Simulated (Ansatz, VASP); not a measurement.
# Tl in VASP and in Ansatz

```
CELL_PARAMETERS angstrom
3.40996 0.00000 0.00000
-1.70498 2.95311 0.00000
0.00000 0.00000 11.13693
ATOMIC_POSITIONS crystal
Tl 0.00000 0.00000 0.00000
Tl 0.00000 0.00000 0.50000
Tl 0.33333 0.66667 0.25000
Tl 0.66667 0.33333 0.75000
```

Alike in both runs: task relaxation of cell and atoms; functional PBEsol; k mesh 11 × 11 × 3; occupations fermi-dirac, width 0.1 eV; no spin polarisation.

|  | VASP | Ansatz |
| --- | --- | --- |
| version | VASP 6.6.1 | Ansatz 0.2.0 |
| potentials or method | VASP PAW PBE potentials, release 64 (Tl_d), cutoff 600 eV | plane waves (420 eV) with PAW, scalar-relativistic |
| valence electrons in the cell | 52 | 52 |

|  | VASP | Ansatz | Ansatz less VASP |
| --- | --- | --- | --- |
| relaxed volume (Å³/atom) | 28.41 | 28.43 | +0.018 |
| relaxed length of the cell vector where the two differ most in proportion (Å) | 11.151 | 11.142 | -0.0085 |

VASP's potentials were made for PBE, not for PBEsol, and Ansatz warns of the same on its side.

Neither program's run includes spin-orbit coupling.
